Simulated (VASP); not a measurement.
Set up this calculation in VASP 6.6.1, as the native input.

- Task: single point
- Functional: PBEsol
- Dispersion: D3(BJ)
- Potentials or basis: VASP PAW PBE potentials, release 64 (Se)
- Cutoff: 520 eV
- k mesh: 12 × 12 × 8
- Occupations: gaussian, width 0.03 eV
- Spin: no spin polarisation
- Dipole correction: no
- Further INCAR settings: ALGO = Normal; EDIFF = 1e-06; NBANDS = 16

The structure of Se lies in POSCAR:

```
Se
1.0
    4.0402334100      0.0000000000      0.0000000000
   -2.0201167050      3.4989447703      0.0000000000
    0.0000000000      0.0000000000      5.1339245941
Se
3
Direct
    0.2610773134      0.0000000000      0.3333333333
    0.0000000000      0.2610773134      0.6666666667
    0.7389226866      0.7389226866      0.0000000000
```

These files were run (other wordings do the same):

INCAR

```
ALGO = Normal
EDIFF = 1E-6
ENCUT = 520
GGA = PS
ISIF = 2
ISMEAR = 0
IVDW = 12
LASPH = T
LCHARG = F
LREAL = F
LWAVE = F
NBANDS = 16
NELM = 100
PREC = Accurate
SIGMA = 0.03
```

KPOINTS

```
k-points
0
Gamma
  12 12 8
```

Potentials or basis: VASP PAW PBE potentials, release 64 (Se).

The run is started by

```bash
$ cat potpaw_PBE.64/Se/POTCAR > POTCAR
$ mpirun -np 1 vasp_std > vasp.out
```

It gave:

```
Pressure                   : -4.3 GPa
Largest force              : 0.409 eV/Å
Band gap on the k mesh     : 0.43 eV
Dispersion energy per atom : -0.311 eV
```

Caveat: the cell stands under tension; semilocal functionals underestimate gaps, and a narrow one can read as zero; the PAW data sets were made with another functional, which shifts forces and pressure a little.

Run time: 110 s on 1 thread of Oxide Virtual Turin-like Processor, with other jobs on the host, peak memory 0.23 GiB.
